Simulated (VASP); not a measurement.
# Yb3TlC (Pm-3m) in VASP: single point with PBE

Aim: the single point of Yb3TlC with PBE.

All numbers are computed with VASP 6.6.1; they aren't measurements. Logs are shortened: lines on timing, memory, paths and dates and some standing lists are left out, and cuts for length are marked.

### Step 1. The cell of the first run

The structure is cubic, space group Pm-3m (No. 221). Conventional cell: a = 5.963 Å, b = 5.963 Å, c = 5.963 Å, α = 90.00°, β = 90.00°, γ = 90.00°. Within 3.9 Å of Yb (site symmetry 4/mmm) lie 2 Tl at 2.98 Å. Tl (site symmetry m-3m) has 6 Yb at 2.98 Å within 3.9 Å. C (site symmetry m-3m) has 12 Yb at 4.22 Å and 8 Tl at 5.16 Å within 5.5 Å.

### Step 2. Single point, PBE

The input, INCAR:

```
SYSTEM = Yb3TlC
PREC     = Accurate       ! precision mode
ENCUT    = 800            ! plane-wave cutoff, eV
EDIFF    = 1E-6           ! SCF threshold, eV
ISMEAR   = -1             ! smearing method
SIGMA    = 0.15           ! smearing width, eV
LREAL    = .False.        ! projectors in reciprocal space
LASPH    = .True.         ! aspherical terms in the spheres
NELM     = 300            ! most SCF steps
ALGO     = All            ! electronic algorithm
ISIF     = 2              ! what is computed and relaxed
LWAVE    = .False.        ! write WAVECAR
LCHARG   = .False.        ! write CHGCAR
GGA      = PE             ! functional
NBANDS   = 52             ! bands
GGA_COMPAT= .False.      
LMAXMIX  = 6              ! l up to which the mixer works
ISEARCH  = 1            
KPAR     = 4
```

The input, KPOINTS:

```
regular mesh
0
Gamma
  5 5 5
  0 0 0
```

The input, POSCAR:

```
Yb3TlC
1.0
    5.9628500000      0.0000000000      0.0000000000
    0.0000000000      5.9628500000      0.0000000000
    0.0000000000      0.0000000000      5.9628500000
Yb Tl C
3 1 1
Direct
    0.0000000000      0.5000000000      0.5000000000
    0.5000000000      0.5000000000      0.0000000000
    0.5000000000      0.0000000000      0.5000000000
    0.5000000000      0.5000000000      0.5000000000
    0.0000000000      0.0000000000      0.0000000000
```

Potentials or basis: VASP PAW PBE potentials, release 64 (Yb, Tl_d, C).

Command:

```bash
$ cat potpaw_PBE.64/Yb/POTCAR potpaw_PBE.64/Tl_d/POTCAR potpaw_PBE.64/C/POTCAR > POTCAR
$ mpirun -np 4 vasp_std > vasp.out
```

OUTCAR:

```text
SYSTEM = Yb3TlC
   PREC = Accurate
   ENCUT = 800
   EDIFF = 1E-6
   ISMEAR = -1
   LREAL = .False.
   LASPH = .True.
   NELM = 300
   ISIF = 2
   GGA = PE

 ion  position               nearest neighbor table
   1  0.000  0.500  0.500-   4 2.98   4 2.98
   2  0.500  0.500  0.000-   4 2.98   4 2.98
   3  0.500  0.000  0.500-   4 2.98   4 2.98
   4  0.500  0.500  0.500-   1 2.98   2 2.98   3 2.98   2 2.98   3 2.98   1 2.98
   5  0.000  0.000  0.000-

  LATTYP: Found a simple cubic cell.
 ALAT       =     5.9628500000

  Lattice vectors:

 A1 = (   5.9628500000,   0.0000000000,   0.0000000000)
 A2 = (   0.0000000000,   5.9628500000,   0.0000000000)
 A3 = (   0.0000000000,   0.0000000000,   5.9628500000)

Analysis of symmetry for initial positions (statically):
=====================================================================
 Subroutine PRICEL returns:
 Original cell was already a primitive cell.

 Routine SETGRP: Setting up the symmetry group for a
 simple cubic supercell.

 Subroutine GETGRP returns: Found 48 space group operations
 (whereof 48 operations were pure point group operations)
 out of a pool of 48 trial point group operations.

The static configuration has the point symmetry O_h .

Analysis of symmetry for dynamics (positions and initial velocities):
=====================================================================
 Subroutine PRICEL returns:
 Original cell was already a primitive cell.

 Routine SETGRP: Setting up the symmetry group for a
 simple cubic supercell.

 Subroutine GETGRP returns: Found 48 space group operations
 (whereof 48 operations were pure point group operations)
 out of a pool of 48 trial point group operations.

The dynamic configuration has the point symmetry O_h .

 Subroutine INISYM returns: Found 48 space group operations
 (whereof 48 operations are pure point group operations),
 and found     1 'primitive' translations

----------------------------------------------------------------------------------------

                                     Primitive cell

  volume of cell :     212.0126

  direct lattice vectors                    reciprocal lattice vectors
     5.962850000  0.000000000  0.000000000     0.167705040  0.000000000  0.000000000
     0.000000000  5.962850000  0.000000000     0.000000000  0.167705040  0.000000000
     0.000000000  0.000000000  5.962850000     0.000000000  0.000000000  0.167705040

  length of vectors
     5.962850000  5.962850000  5.962850000     0.167705040  0.167705040  0.167705040

  position of ions in fractional coordinates (direct lattice)
     0.000000000  0.500000000  0.500000000
     0.500000000  0.500000000  0.000000000
     0.500000000  0.000000000  0.500000000
     0.500000000  0.500000000  0.500000000
     0.000000000  0.000000000  0.000000000

  ion indices of the primitive-cell ions
   primitive index   ion index
                 1           1
                 2           2
                 3           3
                 4           4
                 5           5

----------------------------------------------------------------------------------------

 KPOINTS: regular mesh

Automatic generation of k-mesh.
 Grid dimensions read from file:
 generate k-points for:    5    5    5

 Generating k-lattice:

  Cartesian coordinates                     Fractional coordinates (reciprocal lattice)
     0.033541008  0.000000000  0.000000000     0.200000000  0.000000000  0.000000000
     0.000000000  0.033541008  0.000000000     0.000000000  0.200000000  0.000000000
     0.000000000  0.000000000  0.033541008     0.000000000  0.000000000  0.200000000

  Length of vectors
     0.033541008  0.033541008  0.033541008

  Shift w.r.t. Gamma in fractional coordinates (k-lattice)
     0.000000000  0.000000000  0.000000000

 Subroutine IBZKPT returns following result:
 ===========================================

 Found     10 irreducible k-points:

 Following reciprocal coordinates:
            Coordinates               Weight
  0.000000  0.000000  0.000000      1.000000
  0.200000  0.000000  0.000000      6.000000
  0.400000  0.000000  0.000000      6.000000
  0.200000  0.200000  0.000000     12.000000
  0.400000  0.200000  0.000000     24.000000
  0.400000  0.400000  0.000000     12.000000
  0.200000  0.200000  0.200000      8.000000
  0.400000  0.200000  0.200000     24.000000
  0.400000  0.400000  0.200000     24.000000
  0.400000  0.400000  0.400000      8.000000
   k-points           NKPTS =     10   k-points in BZ     NKDIM =     10   number of bands    NBANDS=     52
   number of dos      NEDOS =    301   number of ions     NIONS =      5
   total plane-waves  NPLWV = 175616
   dimension x,y,z NGX =    56 NGY =   56 NGZ =   56
   dimension x,y,z NGXF=   112 NGYF=  112 NGZF=  112
   ions per type =               3   1   1
   NGX,Y,Z   is equivalent  to a cutoff of  15.61, 15.61, 15.61 a.u.
   NGXF,Y,Z  is equivalent  to a cutoff of  31.23, 31.23, 31.23 a.u.
 SYSTEM =  Yb3TlC
   PREC   = accura    normal or accurate (medium, high low for compatibility)
   ISTART =      0    job   : 0-new  1-cont  2-samecut
   ICHARG =      2    charge: 1-file 2-atom 10-const
   ISPIN  =      1    spin polarized calculation?
   LNONCOLLINEAR =      F non collinear calculations
   LSORBIT =      F    spin-orbit coupling
   LASPH  =      T    aspherical Exc in radial PAW
   ENCUT  =  800.0 eV  58.80 Ry    7.67 a.u.  13.75 13.75 13.75*2*pi/ulx,y,z
   NELM   =    300;   NELMIN=  2; NELMDL= -5     # of ELM steps
   EDIFF  = 0.1E-05   stopping-criterion for ELM
   LREAL  =      F    real-space projection
   EDIFFG = 0.1E-04   stopping-criterion for IOM
   NSW    =      0    number of steps for IOM
   IBRION =     -1    ionic relax: 0-MD 1-quasi-New 2-CG
   NFREE  =      0    steps in history (QN), initial steepest desc. (CG)
   ISIF   =      2    stress and relaxation
   ISYM   =      2    0-nonsym 1-usesym 2-fastsym
   POTIM  = 0.5000    time-step for ionic-motion
   TEBEG  =    0.0;   TEEND  =   0.0 temperature during run
   PSTRESS=    0.0 pullay stress
   NELECT =      89.0000    total number of electrons
   NUPDOWN=      -1.0000    fix difference up-down
   EMIN   =  10.00;   EMAX   =-10.00  energy-range for DOS
   EFERMI =   0.00;   METHOD = LEGACY
   ISMEAR =    -1;   SIGMA  =   0.15  broadening in eV -4-tet -1-fermi 0-gaus
   EFERMI_NEDOS =   21; number of points for ismear=-14 and -15
   IALGO  =     58    algorithm
   IMIX   =      4    mixing-type and parameters
     AMIX     =   0.40;   BMIX     =  1.00
     AMIX_MAG =   1.60;   BMIX_MAG =  1.00
  volume/ion in A,a.u.               =      42.40       286.15
  Fermi-wavevector in a.u.,A,eV,Ry     =   1.225794  2.316415 20.443730  1.502572
  Thomas-Fermi vector in A             =   2.360819
   LORBIT       =      0    0 simple, 1 ext, 2 COOP (PROOUT), +10 PAW based schemes
   GGA     = PE    functional components
   LHFCALC =     F    Hartree Fock is set to
   AEXX    =    0.0000 exact exchange contribution
   IVDW    =     0    specifies the selected vdW correction
   LEPSILON=     F    determine dielectric tensor
   LRPA    =     F    only Hartree local field effects (RPA)
 non-spin polarized calculation
  energy-cutoff  :      800.00
  volume of cell :      212.01
 maximum number of plane-waves:     11019
 NGX is ok and might be reduce to    56
   NGX = 27   NGY = 27   NGZ = 27

 number of electron      89.0000007 magnetization

 Free energy of the ion-electron system (eV)
  ---------------------------------------------------
  ext. energy  EPLUGINS =         0.00000000
  ---------------------------------------------------
  free energy    TOTEN  =       -15.25633334 eV

  energy without entropy =      -14.33520843  energy(sigma->0) =      -14.79577088

 E-fermi :   0.7059     XC(G=0):  -7.9361

 val. band max:        0.6692694382   @ k =   0.4000   0.2000   0.0000
 cond. band min:       0.7516782534   @ k =   0.4000   0.0000   0.0000
 fundamental gap:      0.0824088153
 Fermi energy:         0.7058768022

 k-point     1 :       0.0000    0.0000    0.0000
  band No.  band energies     occupation
      1     -51.4700      2.00000
      2     -51.4677      2.00000
      3     -51.4677      2.00000
      4     -23.8572      2.00000
      5     -23.8572      2.00000
      6     -23.8572      2.00000
[... 44 lines left out ...]
     51       2.0555      0.00025
     52       2.0555      0.00025

 k-point     2 :       0.2000    0.0000    0.0000
  band No.  band energies     occupation
      1     -51.4698      2.00000
      2     -51.4678      2.00000
      3     -51.4677      2.00000
      4     -23.8549      2.00000
      5     -23.8549      2.00000
      6     -23.8545      2.00000
[... 44 lines left out ...]
     51       2.4860      0.00001
     52       3.0679      0.00000

 k-point     3 :       0.4000    0.0000    0.0000
  band No.  band energies     occupation
      1     -51.4693      2.00000
      2     -51.4682      2.00000
      3     -51.4677      2.00000
      4     -23.8499      2.00000
      5     -23.8499      2.00000
      6     -23.8482      2.00000
[... 44 lines left out ...]
     51       2.8969      0.00000
     52       3.3248      0.00000
[... 276 lines left out ...]
 k-point     9 :       0.4000    0.4000    0.2000
  band No.  band energies     occupation
      1     -51.4687      2.00000
      2     -51.4683      2.00000
      3     -51.4682      2.00000
      4     -23.8643      2.00000
      5     -23.8571      2.00000
      6     -23.8559      2.00000
[... 44 lines left out ...]
     51       3.1278      0.00000
     52       3.3528      0.00000

 k-point    10 :       0.4000    0.4000    0.4000
  band No.  band energies     occupation
      1     -51.4685      2.00000
      2     -51.4683      2.00000
      3     -51.4683      2.00000
      4     -23.8648      2.00000
      5     -23.8639      2.00000
      6     -23.8639      2.00000
[... 44 lines left out ...]
     51       3.2335      0.00000
     52       3.2742      0.00000

------------------------ aborting loop because EDIFF is reached ----------------------------------------

  FORCE on cell =-STRESS in cart. coord.  units (eV):
  Direction    XX          YY          ZZ          XY          YZ          ZX
  --------------------------------------------------------------------------------------
  -------------------------------------------------------------------------------------
  Total       -2.0354105     -2.0354105     -2.0354105      0.0000000      0.0000000     -0.0000000
  in kB      -15.3815797    -15.3815797    -15.3815797      0.0000000      0.0000000     -0.0000000
  external PRESSURE =     -15.3815797 kB  Pullay stress =       0.0000000 kB

 VOLUME and BASIS-vectors are now :
 -----------------------------------------------------------------------------
  energy-cutoff  :      800.00
  volume of cell :      212.01
      direct lattice vectors                 reciprocal lattice vectors
     5.962850000  0.000000000  0.000000000     0.167705040  0.000000000  0.000000000
     0.000000000  5.962850000  0.000000000     0.000000000  0.167705040  0.000000000
     0.000000000  0.000000000  5.962850000     0.000000000  0.000000000  0.167705040

 POSITION                                       TOTAL-FORCE (eV/Angst)
 -----------------------------------------------------------------------------------
      0.00000      2.98143      2.98143         0.000000      0.000000      0.000000
      2.98143      2.98143      0.00000         0.000000      0.000000      0.000000
      2.98143      0.00000      2.98143         0.000000      0.000000      0.000000
      2.98143      2.98143      2.98143         0.000000      0.000000      0.000000
      0.00000      0.00000      0.00000         0.000000      0.000000      0.000000
 -----------------------------------------------------------------------------------
    total drift:                                0.000000      0.000000     -0.000000

  FREE ENERGIE OF THE ION-ELECTRON SYSTEM (eV)
  ---------------------------------------------------
  free  energy   TOTEN  =       -15.2563333421 eV

  energy  without entropy=      -14.3353137516  energy(sigma->0) =      -14.79582355
```

It took 9.2 min on 4 MPI ranks of AMD EPYC 7R43 (Zen 3), shared host; peak memory 0.71 GiB.

What came out:

```
Free energy            : -15.2563 eV
Pressure               : -1.5 GPa
Band gap on the k mesh : zero (an odd number of electrons rules out a gap without spin polarisation)
```

Levels at points of the mesh, in eV from the Fermi level:
| k point | band 42 | band 43 | band 44 | band 45 | band 46 | band 47 |
| --- | --- | --- | --- | --- | --- | --- |
| (0.00, 0.00, 0.00) | -0.30 | -0.30 | -0.30 | 0.48 | 0.48 | 0.92 |

Caveat: spin-orbit coupling is left out, which moves the levels of the heavy elements.

The gap in the log of VASP goes by the Fermi energy; the results here count the filled bands.